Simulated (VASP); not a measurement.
# TaN (P-6m2) in VASP: a series of runs

The runs below take TaN through single point, with PBEsol.

Program: VASP 6.6.1. These are calculated values, not measurements. Logs are shortened: lines on timing, memory, paths and dates and some standing lists are left out, and cuts for length are marked.

## 1. The cell of the first run

Symmetry: P-6m2, No. 187, hexagonal system. Conventional cell: a = 2.957 Å, b = 2.957 Å, c = 2.902 Å, α = 90.00°, β = 90.00°, γ = 120.00°. Within 3.0 Å of Ta (site symmetry -6m2) lie 6 N at 2.24 Å and 8 Ta at 2.90 to 2.96 Å. N (site symmetry -6m2) has 6 Ta at 2.24 Å and 8 N at 2.90 to 2.96 Å within 3.0 Å.

## 2. Single point, PBEsol

Input file INCAR:

```
SYSTEM = TaN
  PREC = Accurate
  ENCUT = 520
  EDIFF = 1E-6
  ISMEAR = -1
  SIGMA = 0.1
  LREAL = .FALSE.
  LASPH = .TRUE.
  NELM = 80
  ALGO = Normal
  ISIF = 2
  LWAVE = .FALSE.
  LCHARG = .FALSE.
  GGA = PS
  NBANDS = 15
```

Input file KPOINTS:

```
regular mesh
0
G
  11 11 10
  0 0 0
```

Input file POSCAR:

```
TaN
1.0
    2.9574575207      0.0000000000      0.0000000000
   -1.4787287603      2.5612333472      0.0000000000
    0.0000000000      0.0000000000      2.9020932717
Ta N
1 1
Direct
    0.3333333333      0.6666666667      0.5000000000
    0.0000000000      0.0000000000      0.0000000000
```

Potentials or basis: VASP PAW PBE potentials, release 64 (Ta_pv, N).

The run is started by

```sh
$ cat potpaw_PBE.64/Ta_pv/POTCAR potpaw_PBE.64/N/POTCAR > POTCAR
$ mpirun -np 1 vasp_std > vasp.out
```

OUTCAR:

```text
SYSTEM = TaN
   PREC = Accurate
   ENCUT = 520
   EDIFF = 1E-6
   ISMEAR = -1
   LREAL = .FALSE.
   LASPH = .TRUE.
   NELM = 80
   ISIF = 2
   GGA = PS

 ion  position               nearest neighbor table
   1  0.333  0.667  0.500-   2 2.24   2 2.24   2 2.24   2 2.24   2 2.24   2 2.24
   2  0.000  0.000  0.000-   1 2.24   1 2.24   1 2.24   1 2.24   1 2.24   1 2.24

  LATTYP: Found a hexagonal cell.
 ALAT       =     2.9574575207
 C/A-ratio  =     0.9812797822

  Lattice vectors:

 A1 = (   2.9574575207,   0.0000000000,   0.0000000000)
 A2 = (  -1.4787287603,   2.5612333472,   0.0000000000)
 A3 = (   0.0000000000,   0.0000000000,   2.9020932717)

Analysis of symmetry for initial positions (statically):
=====================================================================
 Subroutine PRICEL returns:
 Original cell was already a primitive cell.

 Routine SETGRP: Setting up the symmetry group for a
 hexagonal supercell.

 Subroutine GETGRP returns: Found 12 space group operations
 (whereof 12 operations were pure point group operations)
 out of a pool of 24 trial point group operations.

The static configuration has the point symmetry D_3h.

Analysis of symmetry for dynamics (positions and initial velocities):
=====================================================================
 Subroutine PRICEL returns:
 Original cell was already a primitive cell.

 Routine SETGRP: Setting up the symmetry group for a
 hexagonal supercell.

 Subroutine GETGRP returns: Found 12 space group operations
 (whereof 12 operations were pure point group operations)
 out of a pool of 24 trial point group operations.

The dynamic configuration has the point symmetry D_3h.

 Subroutine INISYM returns: Found 12 space group operations
 (whereof 12 operations are pure point group operations),
 and found     1 'primitive' translations

----------------------------------------------------------------------------------------

                                     Primitive cell

  volume of cell :      21.9826

  direct lattice vectors                    reciprocal lattice vectors
     2.957457521  0.000000000  0.000000000     0.338128272  0.195218448  0.000000000
    -1.478728760  2.561233347  0.000000000     0.000000000  0.390436897  0.000000000
     0.000000000  0.000000000  2.902093272     0.000000000  0.000000000  0.344578863

  length of vectors
     2.957457521  2.957457524  2.902093272     0.390436897  0.390436897  0.344578863

  position of ions in fractional coordinates (direct lattice)
     0.333333333  0.666666667  0.500000000
     0.000000000  0.000000000  0.000000000

  ion indices of the primitive-cell ions
   primitive index   ion index
                 1           1
                 2           2

----------------------------------------------------------------------------------------

 KPOINTS: regular mesh

Automatic generation of k-mesh.
 Grid dimensions read from file:
 generate k-points for:   11   11   10

 Generating k-lattice:

  Cartesian coordinates                     Fractional coordinates (reciprocal lattice)
     0.030738934  0.017747132  0.000000000     0.090909091 -0.000000000  0.000000000
     0.000000000  0.035494263  0.000000000     0.000000000  0.090909091  0.000000000
     0.000000000  0.000000000  0.034457886     0.000000000  0.000000000  0.100000000

  Length of vectors
     0.035494263  0.035494263  0.034457886

  Shift w.r.t. Gamma in fractional coordinates (k-lattice)
     0.000000000  0.000000000  0.000000000

 Subroutine IBZKPT returns following result:
 ===========================================

 Found     96 irreducible k-points:

 Following reciprocal coordinates:
            Coordinates               Weight
  0.000000  0.000000  0.000000      1.000000
  0.090909 -0.000000  0.000000      6.000000
  0.181818  0.000000  0.000000      6.000000
  0.272727 -0.000000  0.000000      6.000000
  0.363636 -0.000000  0.000000      6.000000
  0.454545  0.000000  0.000000      6.000000
[... 16 lines left out ...]
  0.090909  0.090909  0.100000     12.000000
  0.181818  0.090909  0.100000     24.000000
 [... further k-points ...]
   k-points           NKPTS =     96   k-points in BZ     NKDIM =     96   number of bands    NBANDS=     15
   number of dos      NEDOS =    301   number of ions     NIONS =      2
   total plane-waves  NPLWV =  13824
   dimension x,y,z NGX =    24 NGY =   24 NGZ =   24
   dimension x,y,z NGXF=    48 NGYF=   48 NGZF=   48
   ions per type =               1   1
   NGX,Y,Z   is equivalent  to a cutoff of  13.49, 13.49, 13.75 a.u.
   NGXF,Y,Z  is equivalent  to a cutoff of  26.98, 26.98, 27.50 a.u.
 SYSTEM =  TaN
   PREC   = accura    normal or accurate (medium, high low for compatibility)
   ISTART =      0    job   : 0-new  1-cont  2-samecut
   ICHARG =      2    charge: 1-file 2-atom 10-const
   ISPIN  =      1    spin polarized calculation?
   LNONCOLLINEAR =      F non collinear calculations
   LSORBIT =      F    spin-orbit coupling
   LASPH  =      T    aspherical Exc in radial PAW
   ENCUT  =  520.0 eV  38.22 Ry    6.18 a.u.   5.50  5.50  5.40*2*pi/ulx,y,z
   NELM   =     80;   NELMIN=  2; NELMDL= -5     # of ELM steps
   EDIFF  = 0.1E-05   stopping-criterion for ELM
   LREAL  =      F    real-space projection
   EDIFFG = 0.1E-04   stopping-criterion for IOM
   NSW    =      0    number of steps for IOM
   IBRION =     -1    ionic relax: 0-MD 1-quasi-New 2-CG
   NFREE  =      0    steps in history (QN), initial steepest desc. (CG)
   ISIF   =      2    stress and relaxation
   ISYM   =      2    0-nonsym 1-usesym 2-fastsym
   POTIM  = 0.5000    time-step for ionic-motion
   TEBEG  =    0.0;   TEEND  =   0.0 temperature during run
   PSTRESS=    0.0 pullay stress
   NELECT =      16.0000    total number of electrons
   NUPDOWN=      -1.0000    fix difference up-down
   EMIN   =  10.00;   EMAX   =-10.00  energy-range for DOS
   EFERMI =   0.00;   METHOD = LEGACY
   ISMEAR =    -1;   SIGMA  =   0.10  broadening in eV -4-tet -1-fermi 0-gaus
   EFERMI_NEDOS =   21; number of points for ismear=-14 and -15
   IALGO  =     38    algorithm
   IMIX   =      4    mixing-type and parameters
     AMIX     =   0.40;   BMIX     =  1.00
     AMIX_MAG =   1.60;   BMIX_MAG =  1.00
  volume/ion in A,a.u.               =      10.99        74.17
  Fermi-wavevector in a.u.,A,eV,Ry     =   1.472612  2.782834 29.505425  2.168588
  Thomas-Fermi vector in A             =   2.587606
   LORBIT       =      0    0 simple, 1 ext, 2 COOP (PROOUT), +10 PAW based schemes
   GGA     = PS    functional components
   LHFCALC =     F    Hartree Fock is set to
   AEXX    =    0.0000 exact exchange contribution
   IVDW    =     0    specifies the selected vdW correction
   LEPSILON=     F    determine dielectric tensor
   LRPA    =     F    only Hartree local field effects (RPA)
 non-spin polarized calculation
  energy-cutoff  :      520.00
  volume of cell :       21.98
 maximum number of plane-waves:       611
 NGX is ok and might be reduce to    24
   NGX = 11   NGY = 11   NGZ = 11

 number of electron      16.0000001 magnetization

 Free energy of the ion-electron system (eV)
  ---------------------------------------------------
  ext. energy  EPLUGINS =         0.00000000
  ---------------------------------------------------
  free energy    TOTEN  =       -23.78438306 eV

  energy without entropy =      -23.78164571  energy(sigma->0) =      -23.78301439

 E-fermi :   7.8918     XC(G=0): -13.3974

 val. band max:        7.8706608521   @ k =   0.0000   0.0000   0.4000
 cond. band min:       8.0713244776   @ k =   0.0909  -0.0000   0.5000
 fundamental gap:      0.2006636255
 Fermi energy:         7.8918258628

 k-point     1 :       0.0000    0.0000    0.0000
  band No.  band energies     occupation
      1     -26.9513      2.00000
      2     -26.6937      2.00000
      3     -26.6937      2.00000
      4      -9.6991      2.00000
      5       3.4109      2.00000
      6       3.4109      2.00000
      7       3.7512      2.00000
      8       5.0018      2.00000
      9       9.9520      0.00000
     10      11.3937      0.00000
     11      11.3937      0.00000
     12      11.7525      0.00000
     13      11.7525      0.00000
     14      20.7616      0.00000
     15      21.2356      0.00000

 k-point     2 :       0.0909   -0.0000    0.0000
  band No.  band energies     occupation
      1     -26.9408      2.00000
      2     -26.7767      2.00000
      3     -26.7115      2.00000
      4      -9.5331      2.00000
      5       2.9106      2.00000
      6       3.5361      2.00000
      7       3.9836      2.00000
      8       4.7648      2.00000
      9      10.5314      0.00000
     10      11.0716      0.00000
     11      11.4206      0.00000
     12      11.6678      0.00000
     13      11.9738      0.00000
     14      20.7415      0.00000
     15      21.2263      0.00000

 k-point     3 :       0.1818    0.0000    0.0000
  band No.  band energies     occupation
      1     -26.9936      2.00000
      2     -26.9125      2.00000
      3     -26.7589      2.00000
      4      -9.0816      2.00000
      5       1.9105      2.00000
      6       3.8614      2.00000
      7       4.2051      2.00000
      8       4.4863      2.00000
      9      10.2795      0.00000
     10      11.4487      0.00000
     11      11.5577      0.00000
     12      11.9460      0.00000
     13      12.4374      0.00000
     14      20.7260      0.00000
     15      21.2142      0.00000
[... 343 lines left out ...]
 k-point    23 :       0.0909    0.0909    0.1000
  band No.  band energies     occupation
      1     -27.0101      2.00000
      2     -26.9094      2.00000
      3     -26.7416      2.00000
      4      -9.0565      2.00000
      5       2.3325      2.00000
      6       3.1922      2.00000
      7       3.7914      2.00000
      8       5.3095      2.00000
      9      10.0298      0.00000
     10      10.4925      0.00000
     11      11.5045      0.00000
     12      12.5250      0.00000
     13      12.8419      0.00000
     14      20.6214      0.00000
     15      21.2094      0.00000

 k-point    24 :       0.1818    0.0909    0.1000
  band No.  band energies     occupation
      1     -27.1443      2.00000
      2     -26.9693      2.00000
      3     -26.8082      2.00000
      4      -8.5659      2.00000
      5       1.4212      2.00000
      6       3.1145      2.00000
      7       3.9957      2.00000
      8       5.3441      2.00000
      9       9.6686      0.00000
     10      10.7273      0.00000
     11      12.0515      0.00000
     12      12.6738      0.00000
     13      13.7994      0.00000
     14      20.5485      0.00000
     15      21.2002      0.00000

 [... further k-points ...]
[... 5 lines left out ...]
  --------------------------------------------------------------------------------------
  -------------------------------------------------------------------------------------
  Total       -1.4159066     -1.4159066     -1.5542872     -0.0000000      0.0000000      0.0000000
  in kB     -103.1967857   -103.1967860   -113.2825025     -0.0000000      0.0000000      0.0000000
  external PRESSURE =    -106.5586914 kB  Pullay stress =       0.0000000 kB

 VOLUME and BASIS-vectors are now :
 -----------------------------------------------------------------------------
  energy-cutoff  :      520.00
  volume of cell :       21.98
      direct lattice vectors                 reciprocal lattice vectors
     2.957457521  0.000000000  0.000000000     0.338128272  0.195218448  0.000000000
    -1.478728760  2.561233347  0.000000000     0.000000000  0.390436897  0.000000000
     0.000000000  0.000000000  2.902093272     0.000000000  0.000000000  0.344578863

 POSITION                                       TOTAL-FORCE (eV/Angst)
 -----------------------------------------------------------------------------------
     -0.00000      1.70749      1.45105        -0.000000      0.000000      0.000000
      0.00000      0.00000      0.00000         0.000000      0.000000      0.000000
 -----------------------------------------------------------------------------------
    total drift:                                0.000000      0.000000     -0.000000

  FREE ENERGIE OF THE ION-ELECTRON SYSTEM (eV)
  ---------------------------------------------------
  free  energy   TOTEN  =       -23.7843830622 eV

  energy  without entropy=      -23.7816457149  energy(sigma->0) =      -23.78301439
```

It took 20 s on 1 thread of Intel Xeon 6975P-C (Granite Rapids), shared host; peak memory 0.15 GiB.

Results:

| Property | Result |
| --- | --- |
| Free energy | -23.7844 eV |
| Pressure | -10.7 GPa |
| Band gap on the k mesh | zero (band 8 reaches 8.27 eV, above the bottom of band 9 at 7.79 eV) |

Stress tensor (GPa, compression positive):
```
-10.32   0.00   0.00
  0.00 -10.32   0.00
  0.00   0.00 -11.33
```

Caveat: the PAW data sets were made with another functional, which shifts forces and pressure a little; spin-orbit coupling is left out, which moves the levels of the heavy elements.

## 3. Single point, PBEsol

This run uses another cell than the first one, of 11.21 Å³/atom, 1.020 times its volume.

Input file INCAR:

```
ALGO     = Normal         # electronic algorithm
EDIFF    = 1E-6           # SCF threshold, eV
ENCUT    = 520            # plane-wave cutoff, eV
GGA      = PS             # functional
ISIF     = 2              # what is computed and relaxed
ISMEAR   = -1             # smearing method
LASPH    = True           # aspherical terms in the spheres
LCHARG   = False          # write CHGCAR
LREAL    = False          # projectors in reciprocal space
LWAVE    = False          # write WAVECAR
NBANDS   = 15             # bands
NELM     = 100            # most SCF steps
PREC     = Accurate       # precision mode
SIGMA    = 0.1            # smearing width, eV
```

Input file KPOINTS:

```
k-points
0
Gamma
  11 11 10
```

Input file POSCAR:

```
TaN
1.0
    2.9766623284      0.0000000000      0.0000000000
   -1.4883311642      2.5778651986      0.0000000000
    0.0000000000      0.0000000000      2.9209385612
Ta N
1 1
Direct
    0.3333333333      0.6666666667      0.5000000000
    0.0000000000      0.0000000000      0.0000000000
```

Potentials or basis: VASP PAW PBE potentials, release 64 (Ta_pv, N).

The run is started by

```sh
$ cat potpaw_PBE.64/Ta_pv/POTCAR potpaw_PBE.64/N/POTCAR > POTCAR
$ mpirun -np 1 vasp_std > vasp.out
```

Run time: 20 s. Hardware: 1 thread of Intel Xeon 6975P-C (Granite Rapids), shared host; peak memory 0.15 GiB.

The run converged. Its results:

| Item | Value |
| --- | --- |
| Free energy | -23.7480 eV |
| Pressure | -16.6 GPa |
| Band gap on the k mesh | zero (band 8 reaches 8.07 eV, above the bottom of band 9 at 7.59 eV) |

Stress tensor (GPa, compression positive):
```
-15.99   0.00   0.00
  0.00 -15.99   0.00
  0.00   0.00 -17.68
```

Levels at points of the mesh, in eV from the Fermi level:
```csv
k point,band 5,band 6,band 7,band 8,band 9,band 10,band 11,band 12
"(0.00, 0.00, 0.00)",-4.40,-4.40,-4.05,-2.86,1.92,3.42,3.42,3.75
"(0.00, 0.00, 0.50)",-9.15,-3.61,-3.61,-0.10,-0.10,2.32,3.18,3.18
```

Caveat: the PAW data sets were made with another functional, which shifts forces and pressure a little; spin-orbit coupling is left out, which moves the levels of the heavy elements.

## 4. Single point, PBEsol

This run uses another cell than the first one, of 11.42 Å³/atom, 1.039 times its volume.

Input file INCAR:

```
SYSTEM = TaN
PREC     = Accurate       ! precision mode
ENCUT    = 520            ! plane-wave cutoff, eV
EDIFF    = 1E-6           ! SCF threshold, eV
ISMEAR   = -1             ! smearing method
SIGMA    = 0.1            ! smearing width, eV
LREAL    = .FALSE.        ! projectors in reciprocal space
LASPH    = .TRUE.         ! aspherical terms in the spheres
NELM     = 60             ! most SCF steps
ALGO     = Normal         ! electronic algorithm
ISIF     = 2              ! what is computed and relaxed
LWAVE    = .FALSE.        ! write WAVECAR
LCHARG   = .FALSE.        ! write CHGCAR
GGA      = PS             ! functional
NBANDS   = 15             ! bands
```

Input file KPOINTS:

```
regular mesh
0
G
  11 11 10
  0 0 0
```

Input file POSCAR:

```
TaN
1.0
    2.9956224723      0.0000000000      0.0000000000
   -1.4978112361      2.5942851649      0.0000000000
    0.0000000000      0.0000000000      2.9395437670
Ta N
1 1
Direct
    0.3333333333      0.6666666667      0.5000000000
    0.0000000000      0.0000000000      0.0000000000
```

The run is started by

```sh
$ cat potpaw_PBE.64/Ta_pv/POTCAR potpaw_PBE.64/N/POTCAR > POTCAR
$ mpirun -np 1 vasp_std > vasp.out
```

It took 18 s on 1 thread of Intel Xeon 6975P-C (Granite Rapids), shared host; peak memory 0.15 GiB.

The run converged. Its results:

```
Free energy            : -23.6965 eV
Pressure               : -21.8 GPa
Band gap on the k mesh : zero (band 8 reaches 7.87 eV, above the bottom of band 9 at 7.40 eV)
```

Stress tensor (GPa, compression positive):
```
-21.08   0.00   0.00
  0.00 -21.08   0.00
  0.00   0.00 -23.39
```

Levels at points of the mesh, in eV from the Fermi level:
```
           k point  band 5  band 6  band 7  band 8  band 9  band 10  band 11  band 12
(0.00, 0.00, 0.00)   -4.31   -4.31   -3.97   -2.84    1.78     3.33     3.33     3.65
(0.00, 0.00, 0.50)   -9.03   -3.55   -3.55   -0.09   -0.09     2.26     3.12     3.12
```

Caveat: the PAW data sets were made with another functional, which shifts forces and pressure a little; spin-orbit coupling is left out, which moves the levels of the heavy elements.

## 5. Summary

| cell | gap on the mesh (eV) | pressure (GPa) |
| --- | --- | --- |
| a = 2.957, b = 2.957, c = 2.902 Å, angles 90.0, 90.0, 120.0°, 2 atoms | none | -10.7 |
| a = 2.977, b = 2.977, c = 2.921 Å, angles 90.0, 90.0, 120.0°, 2 atoms | none | -16.6 |
| a = 2.996, b = 2.996, c = 2.940 Å, angles 90.0, 90.0, 120.0°, 2 atoms | none | -21.8 |

Alike in all rows: task single point; level PBEsol; potentials or basis VASP PAW PBE potentials, release 64 (Ta_pv, N); no spin polarisation; k mesh 11 × 11 × 10; cutoff (eV) 520; smearing fermi-dirac 0.1 eV.

Caveats: the PAW data sets were made with another functional, which shifts forces and pressure a little; spin-orbit coupling is left out, which moves the levels of the heavy elements.

Absolute energies hang on the potentials; compare differences alone.
